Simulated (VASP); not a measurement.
# PbO (P4/nmm) in VASP: further runs

Runs on PbO. Level: PBE+D3(BJ). Tasks: single point.

Program: VASP 6.6.1. These are calculated values, not measurements. Logs are shortened: lines on timing, memory, paths and dates and some standing lists are left out, and cuts for length are marked.

## Step 1: The cell of the first run

It takes space group P4/nmm (No. 129, tetragonal). Conventional cell: a = 4.034 Å, b = 4.034 Å, c = 4.993 Å, α = 90.00°, β = 90.00°, γ = 90.00°. Pb (site symmetry 4mm) has 4 O at 2.34 Å within 3.1 Å. O (site symmetry -4m2) has 4 Pb at 2.34 Å and 4 O at 2.85 Å within 3.1 Å.

## Step 2: Single point, PBE+D3(BJ)

File INCAR:

```
SYSTEM = PbO
ALGO     = Normal         ! electronic algorithm
EDIFF    = 1E-6           ! SCF threshold, eV
ENCUT    = 520            ! plane-wave cutoff, eV
GGA      = PE             ! functional
ISIF     = 2              ! what is computed and relaxed
ISMEAR   = 0              ! smearing method
IVDW     = 12             ! dispersion correction
LASPH    = .True.         ! aspherical terms in the spheres
LCHARG   = .False.        ! write CHGCAR
LREAL    = .False.        ! projectors in reciprocal space
LWAVE    = .False.        ! write WAVECAR
NBANDS   = 28             ! bands
NELM     = 60             ! most SCF steps
PREC     = Accurate       ! precision mode
SIGMA    = 0.02           ! smearing width, eV
```

File KPOINTS:

```
k-points
0
Gamma
  8 8 6
  0 0 0
```

File POSCAR:

```
PbO
1.0
    4.0343848471      0.0000000000      0.0000000000
    0.0000000000      4.0343848471      0.0000000000
    0.0000000000      0.0000000000      4.9932162030
Pb O
2 2
Direct
    0.0000000000      0.5000000000      0.2377510646
    0.5000000000      0.0000000000      0.7622489354
    0.0000000000      0.0000000000      0.0000000000
    0.5000000000      0.5000000000      0.0000000000
```

Potentials or basis: VASP PAW PBE potentials, release 64 (Pb_d, O).

On the command line:

```bash
cat potpaw_PBE.64/Pb_d/POTCAR potpaw_PBE.64/O/POTCAR > POTCAR
mpirun -np 1 vasp_std > vasp.out
```

OUTCAR:

```text
SYSTEM = PbO
   EDIFF = 1E-6
   ENCUT = 520
   GGA = PE
   ISIF = 2
   ISMEAR = 0
   IVDW = 12
   LASPH = .True.
   LREAL = .False.
   NELM = 60
   PREC = Accurate
 IVDW          = 12

 ion  position               nearest neighbor table
   1  0.000  0.500  0.238-   3 2.34   4 2.34   3 2.34   4 2.34   2 3.71   2 3.71   2 3.71   2 3.71
                             2 3.87   2 3.87   2 3.87   2 3.87
   2  0.500  0.000  0.762-   3 2.34   4 2.34   4 2.34   3 2.34   1 3.71   1 3.71   1 3.71   1 3.71
                             1 3.87   1 3.87   1 3.87   1 3.87
   3  0.000  0.000  0.000-   1 2.34   2 2.34   1 2.34   2 2.34
   4  0.500  0.500  0.000-   1 2.34   2 2.34   2 2.34   1 2.34

  LATTYP: Found a simple tetragonal cell.
 ALAT       =     4.0343848471
 C/A-ratio  =     1.2376648218

  Lattice vectors:

 A1 = (   4.0343848471,   0.0000000000,   0.0000000000)
 A2 = (   0.0000000000,   4.0343848471,   0.0000000000)
 A3 = (   0.0000000000,   0.0000000000,   4.9932162030)

Analysis of symmetry for initial positions (statically):
=====================================================================
 Subroutine PRICEL returns:
 Original cell was already a primitive cell.

 Routine SETGRP: Setting up the symmetry group for a
 simple tetragonal supercell.

 Subroutine GETGRP returns: Found 16 space group operations
 (whereof  8 operations were pure point group operations)
 out of a pool of 16 trial point group operations.

The static configuration has the point symmetry D_2d.
 The point group associated with its full space group is D_4h.

Analysis of symmetry for dynamics (positions and initial velocities):
=====================================================================
 Subroutine PRICEL returns:
 Original cell was already a primitive cell.

 Routine SETGRP: Setting up the symmetry group for a
 simple tetragonal supercell.

 Subroutine GETGRP returns: Found 16 space group operations
 (whereof  8 operations were pure point group operations)
 out of a pool of 16 trial point group operations.

The dynamic configuration has the point symmetry D_2d.
 The point group associated with its full space group is D_4h.

 Subroutine INISYM returns: Found 16 space group operations
 (whereof  8 operations are pure point group operations),
 and found     1 'primitive' translations

----------------------------------------------------------------------------------------

                                     Primitive cell

[... 94 lines left out ...]
   EDIFF  = 0.1E-05   stopping-criterion for ELM
   LREAL  =      F    real-space projection
   EDIFFG = 0.1E-04   stopping-criterion for IOM
   NSW    =      0    number of steps for IOM
   IBRION =     -1    ionic relax: 0-MD 1-quasi-New 2-CG
   NFREE  =      0    steps in history (QN), initial steepest desc. (CG)
   ISIF   =      2    stress and relaxation
   ISYM   =      2    0-nonsym 1-usesym 2-fastsym
   POTIM  = 0.5000    time-step for ionic-motion
   TEBEG  =    0.0;   TEEND  =   0.0 temperature during run
   PSTRESS=    0.0 pullay stress
   NELECT =      40.0000    total number of electrons
   NUPDOWN=      -1.0000    fix difference up-down
   EMIN   =  10.00;   EMAX   =-10.00  energy-range for DOS
   EFERMI =   0.00;   METHOD = LEGACY
   ISMEAR =     0;   SIGMA  =   0.02  broadening in eV -4-tet -1-fermi 0-gaus
   EFERMI_NEDOS =   21; number of points for ismear=-14 and -15
   IALGO  =     38    algorithm
   IMIX   =      4    mixing-type and parameters
     AMIX     =   0.40;   BMIX     =  1.00
     AMIX_MAG =   1.60;   BMIX_MAG =  1.00
  volume/ion in A,a.u.               =      20.32       137.11
  Fermi-wavevector in a.u.,A,eV,Ry     =   1.292557  2.442579 22.731315  1.670705
  Thomas-Fermi vector in A             =   2.424258
   LORBIT       =      0    0 simple, 1 ext, 2 COOP (PROOUT), +10 PAW based schemes
   GGA     = PE    functional components
   LHFCALC =     F    Hartree Fock is set to
   AEXX    =    0.0000 exact exchange contribution
   IVDW    =    12    specifies the selected vdW correction
   LEPSILON=     F    determine dielectric tensor
   LRPA    =     F    only Hartree local field effects (RPA)
 non-spin polarized calculation
 Gauss-broadening in eV      SIGMA  =   0.02
  energy-cutoff  :      520.00
  volume of cell :       81.27
 maximum number of plane-waves:      2222
   NGX = 15   NGY = 15   NGZ = 19

 number of electron      40.0000001 magnetization

 Free energy of the ion-electron system (eV)
  ---------------------------------------------------
  ext. energy  EPLUGINS =         0.00000000
  ---------------------------------------------------
  free energy    TOTEN  =       -21.46412573 eV

  energy without entropy =      -21.46412573  energy(sigma->0) =      -21.46412573

 E-fermi :   4.9872     XC(G=0):  -9.7290

 val. band max:        4.8208683988   @ k =   0.1250   0.0000   0.0000
 cond. band min:       6.0936364816   @ k =   0.5000   0.5000   0.0000
 fundamental gap:      1.2727680828
 Fermi energy:         4.9872257362

 k-point     1 :       0.0000    0.0000    0.0000
  band No.  band energies     occupation
      1     -13.2517      2.00000
      2     -12.8135      2.00000
      3     -11.1146      2.00000
      4     -11.1146      2.00000
      5     -11.0636      2.00000
      6     -11.0262      2.00000
[... 733 lines left out ...]
     27      14.2394      0.00000
     28      14.2394      0.00000

 [... further k-points ...]

------------------------ aborting loop because EDIFF is reached ----------------------------------------

 Edisp (eV)   -0.93405

 E8    (eV) :    -0.4283

  FORCE on cell =-STRESS in cart. coord.  units (eV):
  Direction    XX          YY          ZZ          XY          YZ          ZX
  --------------------------------------------------------------------------------------
  -------------------------------------------------------------------------------------
  Total       0.04497     0.04497     0.03176     0.00000     0.00000     0.00000
  in kB       0.88658     0.88658     0.62616     0.00000     0.00000     0.00000
  external pressure =        0.80 kB  Pullay stress =        0.00 kB

 VOLUME and BASIS-vectors are now :
 -----------------------------------------------------------------------------
  energy-cutoff  :      520.00
  volume of cell :       81.27
      direct lattice vectors                 reciprocal lattice vectors
     4.034384847  0.000000000  0.000000000     0.247869263  0.000000000  0.000000000
     0.000000000  4.034384847  0.000000000     0.000000000  0.247869263  0.000000000
     0.000000000  0.000000000  4.993216203     0.000000000  0.000000000  0.200271721

 POSITION                                       TOTAL-FORCE (eV/Angst)
 -----------------------------------------------------------------------------------
      0.00000      2.01719      1.18714        -0.000000     -0.000000      0.038541
      2.01719      0.00000      3.80607         0.000000     -0.000000     -0.038541
      0.00000      0.00000      0.00000        -0.000000     -0.000000      0.000000
      2.01719      2.01719      0.00000         0.000000      0.000000      0.000000
 -----------------------------------------------------------------------------------
    total drift:                                0.000000      0.000000     -0.000000

  FREE ENERGIE OF THE ION-ELECTRON SYSTEM (eV)
  ---------------------------------------------------
  free  energy   TOTEN  =       -22.3981757224 eV

  energy  without entropy=      -22.3981757224  energy(sigma->0) =      -22.39817572
```

OSZICAR:

```text
N       E                     dE             d eps       ncg     rms          rms(c)
DAV:   1     0.462455117910E+03    0.46246E+03   -0.19644E+04  3360   0.169E+03
DAV:   2     0.353477358332E+02   -0.42711E+03   -0.40960E+03  3460   0.449E+02
DAV:   3    -0.234164725394E+02   -0.58764E+02   -0.57026E+02  4200   0.180E+02
DAV:   4    -0.260786194102E+02   -0.26621E+01   -0.26527E+01  3924   0.404E+01
DAV:   5    -0.261614608745E+02   -0.82841E-01   -0.82836E-01  3860   0.773E+00    0.124E+01
DAV:   6    -0.216919399589E+02    0.44695E+01   -0.25235E+01  4944   0.390E+01    0.562E+00
DAV:   7    -0.214943209656E+02    0.19762E+00   -0.30440E+00  4108   0.124E+01    0.249E+00
DAV:   8    -0.214712880341E+02    0.23033E-01   -0.52058E-01  3648   0.468E+00    0.768E-01
DAV:   9    -0.214630993901E+02    0.81886E-02   -0.52956E-02  5400   0.181E+00    0.278E-01
DAV:  10    -0.214643159174E+02   -0.12165E-02   -0.11618E-02  3888   0.762E-01    0.904E-02
DAV:  11    -0.214641671538E+02    0.14876E-03   -0.22017E-03  5136   0.371E-01    0.633E-02
DAV:  12    -0.214641283922E+02    0.38762E-04   -0.33475E-04  4836   0.167E-01    0.184E-02
DAV:  13    -0.214641261514E+02    0.22408E-05   -0.45008E-05  3952   0.458E-02    0.412E-03
DAV:  14    -0.214641257320E+02    0.41936E-06   -0.28502E-06  3640   0.134E-02
   1 F= -.22398176E+02 E0= -.22398176E+02  d E =-.105364E-33
```

Run time: 2.1 min. Hardware: 1 thread of Intel Xeon Platinum 8259CL at 2.50GHz (Skylake/Cascade Lake), shared host; peak memory 0.26 GiB.

What came out:

* Free energy: -22.3982 eV
* Pressure: 0.1 GPa
* Largest force: 0.039 eV/Å
* Band gap on the k mesh: 1.27 eV (least direct gap 2.19 eV)
* Dispersion energy per atom: -0.234 eV

Forces in eV/Å, atoms in the order of the input:
```
Pb   0.000  0.000  0.039
Pb   0.000  0.000 -0.039
O    0.000  0.000  0.000
O    0.000  0.000  0.000
```

Levels at points of the mesh, in eV from the valence-band top:
| k point | band 17 | band 18 | band 19 | band 20 | band 21 | band 22 | band 23 | band 24 |
| --- | --- | --- | --- | --- | --- | --- | --- | --- |
| (0.00, 0.00, 0.00) | -1.54 | -1.52 | -1.52 | -0.02 | 2.37 | 5.56 | 5.57 | 5.57 |
| (0.50, 0.00, 0.00) | -2.83 | -2.83 | -1.50 | -1.50 | 3.42 | 3.42 | 6.54 | 6.54 |
| (0.50, 0.50, 0.00) | -1.54 | -1.54 | -0.91 | -0.91 | 1.27 | 1.27 | 5.35 | 5.35 |
| (0.00, 0.00, 0.50) | -1.59 | -1.55 | -1.55 | -0.74 | 1.94 | 3.99 | 3.99 | 4.15 |
| (0.50, 0.00, 0.50) | -2.79 | -2.79 | -0.86 | -0.86 | 3.13 | 3.13 | 6.22 | 6.22 |
| (0.50, 0.50, 0.50) | -2.14 | -2.14 | -0.91 | -0.91 | 3.54 | 3.54 | 4.80 | 4.80 |

Caveat: spin-orbit coupling is left out, which moves the levels of the heavy elements.

## Step 3: Single point, PBE+D3(BJ)

File INCAR:

```
PREC = Accurate ; ENCUT = 520
EDIFF = 1E-7 ; ISMEAR = 0
SIGMA = 0.02 ; LREAL = F
LASPH = T ; NELM = 60
ALGO = Normal ; ISIF = 2
LWAVE = F ; LCHARG = F
GGA = PE ; IVDW = 12
NBANDS = 28
```

File KPOINTS:

```
regular mesh
0
Gamma
  8 8 6
```

POSCAR is that of step 2.

Potentials or basis: VASP PAW PBE potentials, release 64 (Pb_d, O).

On the command line:

```bash
cat potpaw_PBE.64/Pb_d/POTCAR potpaw_PBE.64/O/POTCAR > POTCAR
mpirun -np 1 vasp_std > vasp.out
```

It took 2.6 min on 1 thread of Intel Xeon Platinum 8259CL at 2.50GHz (Skylake/Cascade Lake), shared host; peak memory 0.26 GiB.

Results (log left out):

```yaml
Free_energy: -22.3982 eV
Pressure: 0.1 GPa
Largest_force: 0.038 eV/Å
Band_gap_on_the_k_mesh: 1.27 eV (least direct gap 2.18 eV)
Dispersion_energy_per_atom: -0.234 eV
```

Forces in eV/Å, atoms in the order of the input:
```
Pb   0.000  0.000  0.038
Pb   0.000  0.000 -0.038
O    0.000  0.000  0.000
O    0.000  0.000  0.000
```

Levels at points of the mesh, in eV from the valence-band top:
| k point | band 17 | band 18 | band 19 | band 20 | band 21 | band 22 | band 23 | band 24 |
| --- | --- | --- | --- | --- | --- | --- | --- | --- |
| (0.00, 0.00, 0.00) | -1.54 | -1.52 | -1.52 | -0.02 | 2.37 | 5.56 | 5.57 | 5.57 |
| (0.50, 0.00, 0.00) | -2.83 | -2.83 | -1.50 | -1.50 | 3.42 | 3.42 | 6.54 | 6.54 |
| (0.50, 0.50, 0.00) | -1.54 | -1.54 | -0.91 | -0.91 | 1.27 | 1.27 | 5.35 | 5.35 |
| (0.00, 0.00, 0.50) | -1.59 | -1.55 | -1.55 | -0.74 | 1.94 | 3.99 | 3.99 | 4.15 |
| (0.50, 0.00, 0.50) | -2.79 | -2.79 | -0.86 | -0.86 | 3.13 | 3.13 | 6.22 | 6.22 |
| (0.50, 0.50, 0.50) | -2.14 | -2.14 | -0.91 | -0.91 | 3.54 | 3.54 | 4.80 | 4.80 |

Caveat: spin-orbit coupling is left out, which moves the levels of the heavy elements. A k mesh can miss the band edges.

## Step 4: Single point, PBE+D3(BJ) (20.93 Å³/atom)

This run uses another cell than the first one, of 20.93 Å³/atom.

File INCAR:

```
SYSTEM = PbO
PREC = Accurate ; ENCUT = 520
EDIFF = 1E-7 ; ISMEAR = 0
SIGMA = 0.02 ; LREAL = .FALSE.
LASPH = .TRUE. ; NELM = 80
ALGO = Normal ; ISIF = 2
LWAVE = .FALSE. ; LCHARG = .FALSE.
GGA = PE ; IVDW = 12
NBANDS = 28
```

File KPOINTS:

```
Automatic mesh
0
G
  8 8 6
  0 0 0
```

File POSCAR:

```
PbO
1.0
    4.0452218554      0.0000000000      0.0000000000
    0.0000000000      4.0452218554      0.0000000000
    0.0000000000      0.0000000000      5.1154936965
Pb O
2 2
Direct
    0.0000000000      0.5000000000      0.2319940415
    0.5000000000      0.0000000000      0.7680059585
    0.0000000000      0.0000000000      0.0000000000
    0.5000000000      0.5000000000      0.0000000000
```

On the command line:

```bash
cat potpaw_PBE.64/Pb_d/POTCAR potpaw_PBE.64/O/POTCAR > POTCAR
mpirun -np 1 vasp_std > vasp.out
```

It took 2.1 min on 1 thread of Intel Xeon Platinum 8259CL at 2.50GHz (Skylake/Cascade Lake), shared host; peak memory 0.27 GiB.

Results (log left out):

```
Free energy                : -22.3947 eV
Pressure                   : -0.5 GPa
Largest force              : 0.038 eV/Å
Band gap on the k mesh     : 1.39 eV (least direct gap 2.20 eV)
Dispersion energy per atom : -0.227 eV
```

Forces on the atoms (eV/Å):
```
Pb   0.000  0.000  0.038
Pb   0.000  0.000 -0.038
O    0.000  0.000  0.000
O    0.000  0.000  0.000
```

Stress tensor (GPa, compression positive):
```
-0.57  0.00  0.00
 0.00 -0.57  0.00
 0.00  0.00 -0.47
```

Levels at points of the mesh, in eV from the valence-band top:
| k point | band 18 | band 19 | band 20 | band 21 | band 22 | band 23 |
| --- | --- | --- | --- | --- | --- | --- |
| (0.00, 0.00, 0.00) | -1.51 | -1.51 | -0.01 | 2.24 | 5.30 | 5.65 |
| (0.50, 0.00, 0.00) | -2.79 | -1.45 | -1.45 | 3.34 | 3.34 | 6.32 |
| (0.50, 0.50, 0.00) | -1.55 | -0.90 | -0.90 | 1.39 | 1.39 | 5.30 |
| (0.00, 0.00, 0.50) | -1.53 | -1.53 | -0.74 | 1.89 | 4.12 | 4.12 |
| (0.50, 0.00, 0.50) | -2.76 | -0.87 | -0.87 | 3.05 | 3.05 | 6.27 |
| (0.50, 0.50, 0.50) | -2.06 | -0.90 | -0.90 | 3.57 | 3.57 | 4.59 |

Caveat: spin-orbit coupling is left out, which moves the levels of the heavy elements. A k mesh can miss the band edges.
